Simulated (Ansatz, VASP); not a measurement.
Two plane-wave programs on Ca

INCAR

```
  PREC = Accurate
  ENCUT = 600
  EDIFF = 1E-6
  ISMEAR = 0
  SIGMA = 0.05
  LREAL = False
  LASPH = True
  NELM = 100
  ALGO = Normal
  ISIF = 3
  LWAVE = False
  LCHARG = False
  GGA = PE
  IBRION = 2
  NSW = 80
  EDIFFG = -0.03
```

Contents of KPOINTS:

```
Automatic mesh
0
Gamma
  6 6 4
```

POSCAR

```
Ca
1.0
    3.9453825678      0.0000000000      0.0000000000
   -1.9726912839      3.4168015314      0.0000000000
    0.0000000000      0.0000000000      6.4441248608
Ca
2
Direct
    0.3333333333      0.6666666667      0.7500000000
    0.6666666667      0.3333333333      0.2500000000
```

Input for Ansatz:

```yaml
crystal:
  lattice:
    - [3.9453825678, 0.0, 0.0]
    - [-1.9726912839, 3.4168015314, 0.0]
    - [0.0, 0.0, 6.4441248608]
  atoms:
    - { symbol: Ca, position: [0.3333333333, 0.6666666667, 0.75] }
    - { symbol: Ca, position: [0.6666666667, 0.3333333333, 0.25] }
basis:
  ecutwfc: 420
  ecutrho_ratio: 4
kpoints:
  mp_grid: { grid: [6, 6, 4] }
hamiltonian:
  xc: pbe
scf:
  occupations: { method: gaussian, width: 0.05 }
output:
  forces: true
  stress: true
  eigenvalues: true
relax:
  f_tol: 0.03
  max_steps: 60
  cell: { stress_tol: 0.6 }
```

Alike in both runs: task relaxation of cell and atoms; functional PBE; k mesh 6 × 6 × 4; occupations gaussian, width 0.05 eV; no spin polarisation.

|  | VASP | Ansatz |
| --- | --- | --- |
| version | VASP 6.6.1 | Ansatz 0.2.0 |
| potentials or method | VASP PAW PBE potentials, release 64 (Ca_sv), cutoff 600 eV | scalar-relativistic, plane waves, PAW |
| valence electrons in the cell | 20 | 20 |

Ansatz gave:

| Property | Result |
| --- | --- |
| relaxed volume (Å³/atom) | 43.44 |
| relaxed length of the cell vector where the two differ most in proportion (Å) | 3.945 |

Estimate VASP's values.

relaxed volume (Å³/atom): 42.12; relaxed length of the cell vector where the two differ most in proportion (Å): 3.864.
